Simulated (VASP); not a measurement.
# Ga (C2/c) in VASP: further runs

The runs below take Ga through single point, with PBEsol.

Program: VASP 6.6.1. These are calculated values, not measurements. Logs are shortened: lines on timing, memory, paths and dates and some standing lists are left out, and cuts for length are marked.

### Step 1. The cell of the first run

It takes space group C2/c (No. 15, monoclinic). Conventional cell: a = 2.711 Å, b = 7.892 Å, c = 3.332 Å, α = 90.00°, β = 91.98°, γ = 90.00°. Ga (site symmetry 2) has 10 Ga at 2.66 to 3.33 Å within 3.5 Å.

### Step 2. Single point, PBEsol (equal xx and yy strain of -2 %)

INCAR reads:

```
  PREC = Accurate
  ENCUT = 520
  EDIFF = 1E-6
  ISMEAR = -1
  SIGMA = 0.03
  LREAL = False
  LASPH = True
  NELM = 60
  ALGO = Normal
  ISIF = 2
  LWAVE = False
  LCHARG = True
  GGA = PS
  LELF = True
  LVHAR = True
  NBANDS = 20
```

KPOINTS reads:

```
Automatic mesh
0
Gamma
  14 14 11
```

POSCAR reads:

```
Ga
1.0
    1.3553400000     -3.9459700000      0.0000000000
    1.3553400000      3.9459700000      0.0000000000
   -0.1151010000      0.0000000000      3.3299300000
Ga
2
Direct
    0.8690000000      0.1310000000      0.2500000000
    0.1310000000      0.8690000000      0.7500000000
```

Potentials or basis: VASP PAW PBE potentials, release 64 (Ga_d).

Started as:

```bash
> cat potpaw_PBE.64/Ga_d/POTCAR > POTCAR
> mpirun -np 1 vasp_std > vasp.out
```

OUTCAR:

```text
PREC = Accurate
   ENCUT = 520
   EDIFF = 1E-6
   ISMEAR = -1
   LREAL = False
   LASPH = True
   NELM = 60
   ISIF = 2
   GGA = PS

 ion  position               nearest neighbor table
   1  0.869  0.131  0.250-   2 2.66   2 2.66   2 2.83   2 2.83   2 2.88   2 2.88
   2  0.131  0.869  0.750-   1 2.66   1 2.66   1 2.83   1 2.83   1 2.88   1 2.88

  LATTYP: Found a base centered monoclinic cell.
 ALAT       =     2.7106800000
 B/A-ratio  =     2.9114244396
 C/A-ratio  =     1.2291818559
 COS(beta)  =    -0.0345449608

  Lattice vectors:

 A1 = (   1.3553400000,  -3.9459700000,   0.0000000000)
 A2 = (   1.3553400000,   3.9459700000,   0.0000000000)
 A3 = (  -0.1151010000,   0.0000000000,   3.3299300000)

Analysis of symmetry for initial positions (statically):
=====================================================================
 Subroutine PRICEL returns:
 Original cell was already a primitive cell.

 Routine SETGRP: Setting up the symmetry group for a
 base centered monoclinic supercell.

 Subroutine GETGRP returns: Found  4 space group operations
 (whereof  2 operations were pure point group operations)
 out of a pool of  4 trial point group operations.

The static configuration has the point symmetry S_2 .
 The point group associated with its full space group is C_2h.

Analysis of symmetry for dynamics (positions and initial velocities):
=====================================================================
 Subroutine PRICEL returns:
 Original cell was already a primitive cell.

 Routine SETGRP: Setting up the symmetry group for a
 base centered monoclinic supercell.

 Subroutine GETGRP returns: Found  4 space group operations
 (whereof  2 operations were pure point group operations)
 out of a pool of  4 trial point group operations.

The dynamic configuration has the point symmetry S_2 .
 The point group associated with its full space group is C_2h.

 Subroutine INISYM returns: Found  4 space group operations
 (whereof  2 operations are pure point group operations),
 and found     1 'primitive' translations

----------------------------------------------------------------------------------------

                                     Primitive cell

  volume of cell :      35.6178

  direct lattice vectors                    reciprocal lattice vectors
     1.355340000 -3.945970000  0.000000000     0.368911122 -0.126711556  0.012751631
     1.355340000  3.945970000  0.000000000     0.368911122  0.126711556  0.012751631
    -0.115101000  0.000000000  3.329930000     0.000000000  0.000000000  0.300306613

  length of vectors
     4.172244690  4.172244690  3.331918673     0.390274056  0.390274056  0.300306613

  position of ions in fractional coordinates (direct lattice)
     0.869000000  0.131000000  0.250000000
     0.131000000  0.869000000  0.750000000

  ion indices of the primitive-cell ions
   primitive index   ion index
                 1           1
                 2           2

----------------------------------------------------------------------------------------

 KPOINTS: Automatic mesh

Automatic generation of k-mesh.
 Grid dimensions read from file:
 generate k-points for:   14   14   11

 Generating k-lattice:

  Cartesian coordinates                     Fractional coordinates (reciprocal lattice)
     0.026350794 -0.009050825  0.000910831     0.071428571  0.000000000  0.000000000
     0.026350794  0.009050825  0.000910831     0.000000000  0.071428571  0.000000000
     0.000000000  0.000000000  0.027300601     0.000000000  0.000000000  0.090909091

  Length of vectors
     0.027876718  0.027876718  0.027300601

  Shift w.r.t. Gamma in fractional coordinates (k-lattice)
     0.000000000  0.000000000  0.000000000

 Subroutine IBZKPT returns following result:
 ===========================================

 Found    582 irreducible k-points:

 Following reciprocal coordinates:
            Coordinates               Weight
  0.000000  0.000000  0.000000      1.000000
  0.071429  0.000000  0.000000      4.000000
  0.142857  0.000000  0.000000      4.000000
  0.214286  0.000000  0.000000      4.000000
  0.285714  0.000000  0.000000      4.000000
  0.357143  0.000000 -0.000000      4.000000
[... 16 lines left out ...]
  0.214286  0.142857  0.000000      4.000000
  0.285714  0.142857  0.000000      4.000000
 [... further k-points ...]
   k-points           NKPTS =    582   k-points in BZ     NKDIM =    582   number of bands    NBANDS=     20
   number of dos      NEDOS =    301   number of ions     NIONS =      2
   total plane-waves  NPLWV =  28672
   dimension x,y,z NGX =    32 NGY =   32 NGZ =   28
   dimension x,y,z NGXF=    64 NGYF=   64 NGZF=   56
   ions per type =               2
   NGX,Y,Z   is equivalent  to a cutoff of  12.75, 12.75, 13.97 a.u.
   NGXF,Y,Z  is equivalent  to a cutoff of  25.50, 25.50, 27.94 a.u.
 SYSTEM =  unknown system
   PREC   = accura    normal or accurate (medium, high low for compatibility)
   ISTART =      0    job   : 0-new  1-cont  2-samecut
   ICHARG =      2    charge: 1-file 2-atom 10-const
   ISPIN  =      1    spin polarized calculation?
   LNONCOLLINEAR =      F non collinear calculations
   LSORBIT =      F    spin-orbit coupling
   LASPH  =      T    aspherical Exc in radial PAW
   ENCUT  =  520.0 eV  38.22 Ry    6.18 a.u.   7.76  7.76  6.20*2*pi/ulx,y,z
   NELM   =     60;   NELMIN=  2; NELMDL= -5     # of ELM steps
   EDIFF  = 0.1E-05   stopping-criterion for ELM
   LREAL  =      F    real-space projection
   EDIFFG = 0.1E-04   stopping-criterion for IOM
   NSW    =      0    number of steps for IOM
   IBRION =     -1    ionic relax: 0-MD 1-quasi-New 2-CG
   NFREE  =      0    steps in history (QN), initial steepest desc. (CG)
   ISIF   =      2    stress and relaxation
   ISYM   =      2    0-nonsym 1-usesym 2-fastsym
   POTIM  = 0.5000    time-step for ionic-motion
   TEBEG  =    0.0;   TEEND  =   0.0 temperature during run
   PSTRESS=    0.0 pullay stress
   NELECT =      26.0000    total number of electrons
   NUPDOWN=      -1.0000    fix difference up-down
   EMIN   =  10.00;   EMAX   =-10.00  energy-range for DOS
   EFERMI =   0.00;   METHOD = LEGACY
   ISMEAR =    -1;   SIGMA  =   0.03  broadening in eV -4-tet -1-fermi 0-gaus
   EFERMI_NEDOS =   21; number of points for ismear=-14 and -15
   IALGO  =     38    algorithm
   IMIX   =      4    mixing-type and parameters
     AMIX     =   0.40;   BMIX     =  1.00
     AMIX_MAG =   1.60;   BMIX_MAG =  1.00
  volume/ion in A,a.u.               =      17.81       120.18
  Fermi-wavevector in a.u.,A,eV,Ry     =   1.474043  2.785538 29.562788  2.172804
  Thomas-Fermi vector in A             =   2.588863
   LORBIT       =      0    0 simple, 1 ext, 2 COOP (PROOUT), +10 PAW based schemes
   GGA     = PS    functional components
   LHFCALC =     F    Hartree Fock is set to
   AEXX    =    0.0000 exact exchange contribution
   IVDW    =     0    specifies the selected vdW correction
   LEPSILON=     F    determine dielectric tensor
   LRPA    =     F    only Hartree local field effects (RPA)
 non-spin polarized calculation
  energy-cutoff  :      520.00
  volume of cell :       35.62
 maximum number of plane-waves:       975
   NGX = 15   NGY = 15   NGZ = 13

 number of electron      26.0000009 magnetization

 Free energy of the ion-electron system (eV)
  ---------------------------------------------------
  ext. energy  EPLUGINS =         0.00000000
  ---------------------------------------------------
  free energy    TOTEN  =        -6.67719724 eV

  energy without entropy =       -6.67532593  energy(sigma->0) =       -6.67626158

 E-fermi :   5.8819     XC(G=0): -11.4017

 val. band max:        5.8724501508   @ k =  -0.3571   0.2143   0.3636
 cond. band min:       5.8824196243   @ k =   0.5000   0.0714   0.3636
 fundamental gap:      0.0099694735
 Fermi energy:         5.8818654211

 k-point     1 :       0.0000    0.0000    0.0000
  band No.  band energies     occupation
      1      -9.2897      2.00000
      2      -9.2775      2.00000
      3      -9.2425      2.00000
      4      -9.2215      2.00000
      5      -8.8980      2.00000
      6      -8.8966      2.00000
[... 12 lines left out ...]
     19      16.8933      0.00000
     20      19.4185      0.00000

 k-point     2 :       0.0714    0.0000    0.0000
  band No.  band energies     occupation
      1      -9.2849      2.00000
      2      -9.2667      2.00000
      3      -9.2293      2.00000
      4      -9.1993      2.00000
      5      -8.9092      2.00000
      6      -8.9072      2.00000
[... 12 lines left out ...]
     19      16.9985      0.00000
     20      19.7418      0.00000

 k-point     3 :       0.1429    0.0000    0.0000
  band No.  band energies     occupation
      1      -9.2716      2.00000
      2      -9.2412      2.00000
      3      -9.1930      2.00000
      4      -9.1350      2.00000
      5      -8.9418      2.00000
      6      -8.9381      2.00000
[... 12 lines left out ...]
     19      17.1203      0.00000
     20      20.4012      0.00000

 k-point     4 :       0.2143    0.0000    0.0000
  band No.  band energies     occupation
      1      -9.2532      2.00000
      2      -9.2117      2.00000
      3      -9.1408      2.00000
      4      -9.0595      2.00000
      5      -8.9877      2.00000
      6      -8.9693      2.00000
[... 12 lines left out ...]
     19      17.2859      0.00000
     20      21.2407      0.00000

 k-point     5 :       0.2857    0.0000    0.0000
  band No.  band energies     occupation
      1      -9.2343      2.00000
      2      -9.1844      2.00000
      3      -9.1006      2.00000
      4      -9.0645      2.00000
      5      -9.0402      2.00000
      6      -8.9418      2.00000
[... 12 lines left out ...]
     19      17.5029      0.00000
     20      20.0060      0.00000
[... 353 lines left out ...]
      6      -8.9036      2.00000
[... 12 lines left out ...]
     19      17.3722      0.00000
     20      18.9378      0.00000

 k-point    22 :       0.1429    0.1429    0.0000
  band No.  band energies     occupation
      1      -9.2523      2.00000
      2      -9.1943      2.00000
      3      -9.1061      2.00000
      4      -9.0268      2.00000
      5      -9.0041      2.00000
      6      -8.9770      2.00000
[... 12 lines left out ...]
     19      18.3354      0.00000
     20      20.7281      0.00000

 k-point    23 :       0.2143    0.1429    0.0000
  band No.  band energies     occupation
      1      -9.2426      2.00000
      2      -9.1694      2.00000
      3      -9.1381      2.00000
      4      -9.0425      2.00000
      5      -9.0305      2.00000
      6      -8.9994      2.00000
[... 12 lines left out ...]
     19      18.3808      0.00000
     20      19.6698      0.00000

 k-point    24 :       0.2857    0.1429    0.0000
  band No.  band energies     occupation
      1      -9.2350      2.00000
      2      -9.1818      2.00000
      3      -9.1372      2.00000
      4      -9.0770      2.00000
      5      -9.0385      2.00000
      6      -9.0000      2.00000
[... 12 lines left out ...]
     19      17.4600      0.00000
     20      18.3412      0.00000

 [... further k-points ...]

------------------------ aborting loop because EDIFF is reached ----------------------------------------

  FORCE on cell =-STRESS in cart. coord.  units (eV):
  Direction    XX          YY          ZZ          XY          YZ          ZX
  --------------------------------------------------------------------------------------
  -------------------------------------------------------------------------------------
  Total        0.1786265      0.2510428     -0.0931707      0.0000000      0.0000000      0.0329968
  in kB        8.0350624     11.2925283     -4.1910510      0.0000000      0.0000000      1.4842760
  external PRESSURE =       5.0455133 kB  Pullay stress =       0.0000000 kB

 VOLUME and BASIS-vectors are now :
 -----------------------------------------------------------------------------
  energy-cutoff  :      520.00
  volume of cell :       35.62
      direct lattice vectors                 reciprocal lattice vectors
     1.355340000 -3.945970000  0.000000000     0.368911122 -0.126711556  0.012751631
     1.355340000  3.945970000  0.000000000     0.368911122  0.126711556  0.012751631
    -0.115101000  0.000000000  3.329930000     0.000000000  0.000000000  0.300306613

 POSITION                                       TOTAL-FORCE (eV/Angst)
 -----------------------------------------------------------------------------------
      1.32656     -2.91213      0.83248        -0.000000      0.169290     -0.000000
      1.26901      2.91213      2.49745         0.000000     -0.169290      0.000000
 -----------------------------------------------------------------------------------
    total drift:                                0.000000      0.000000     -0.000000

  FREE ENERGIE OF THE ION-ELECTRON SYSTEM (eV)
  ---------------------------------------------------
  free  energy   TOTEN  =        -6.6771972385 eV

  energy  without entropy=       -6.6753259298  energy(sigma->0) =       -6.67626158
```

It took 4.4 min on 1 thread of Intel Xeon Platinum 8488C (Sapphire Rapids), shared host; peak memory 0.43 GiB.

What came out:

- Free energy: -6.6772 eV
- Pressure: 0.5 GPa
- Largest force: 0.169 eV/Å
- Band gap on the k mesh: zero (bands 13 and 14 overlap by 8.26 eV)

Forces in eV/Å, atoms in the order of the input:
```
Ga   0.000  0.169  0.000
Ga   0.000 -0.169  0.000
```

Stress tensor (GPa, compression positive):
```
 0.80  0.00  0.15
 0.00  1.13  0.00
 0.15  0.00 -0.42
```

Caveat: the cell differs from its parent crystal (equal xx and yy strain of -2 %); the PAW data sets were made with another functional, which shifts forces and pressure a little.

### Step 3. Single point, PBEsol (equal xx and yy strain of +1 %)

INCAR reads:

```
SYSTEM = Ga
PREC = Accurate
ENCUT = 520
EDIFF = 1E-6
ISMEAR = -1
SIGMA = 0.03
LREAL = .FALSE.
LASPH = .TRUE.
NELM = 60
ALGO = Normal
ISIF = 2
LWAVE = .FALSE.
LCHARG = .FALSE.
GGA = PS
NBANDS = 20
```

KPOINTS reads:

```
Automatic mesh
0
G
  14 14 11
  0 0 0
```

POSCAR reads:

```
Ga
1.0
    1.3968300000     -4.0667650000      0.0000000000
    1.3968300000      4.0667650000      0.0000000000
   -0.1186245000      0.0000000000      3.3299300000
Ga
2
Direct
    0.8690000000      0.1310000000      0.2500000000
    0.1310000000      0.8690000000      0.7500000000
```

Potentials or basis: VASP PAW PBE potentials, release 64 (Ga_d).

Started as:

```bash
> cat potpaw_PBE.64/Ga_d/POTCAR > POTCAR
> mpirun -np 1 vasp_std > vasp.out
```

Run time: 4.2 min. Hardware: 1 thread of Intel Xeon Platinum 8488C (Sapphire Rapids), shared host; peak memory 0.44 GiB.

Results (log left out):

```yaml
Free_energy: -6.6627 eV
Pressure: -2.9 GPa
Largest_force: 0.181 eV/Å
Band_gap_on_the_k_mesh: zero (bands 13 and 14 overlap by 7.98 eV)
```

Forces in eV/Å, atoms in the order of the input:
```
Ga   0.000  0.181  0.000
Ga   0.000 -0.181  0.000
```

Stress tensor (GPa, compression positive):
```
-2.79  0.00  0.00
 0.00 -3.00  0.00
 0.00  0.00 -2.83
```

Levels at points of the mesh, in eV from the Fermi level:
| k point | band 11 | band 12 | band 13 | band 14 | band 15 | band 16 |
| --- | --- | --- | --- | --- | --- | --- |
| (0.00, 0.00, 0.00) | -11.09 | -2.10 | -1.73 | 1.77 | 5.52 | 9.39 |
| (0.50, 0.00, 0.00) | -6.07 | -4.98 | -1.36 | -0.11 | 5.76 | 6.47 |
| (0.50, 0.50, 0.00) | -9.01 | -8.52 | 4.08 | 4.64 | 5.83 | 6.05 |

Caveat: the cell differs from its parent crystal (equal xx and yy strain of +1 %); the PAW data sets were made with another functional, which shifts forces and pressure a little.
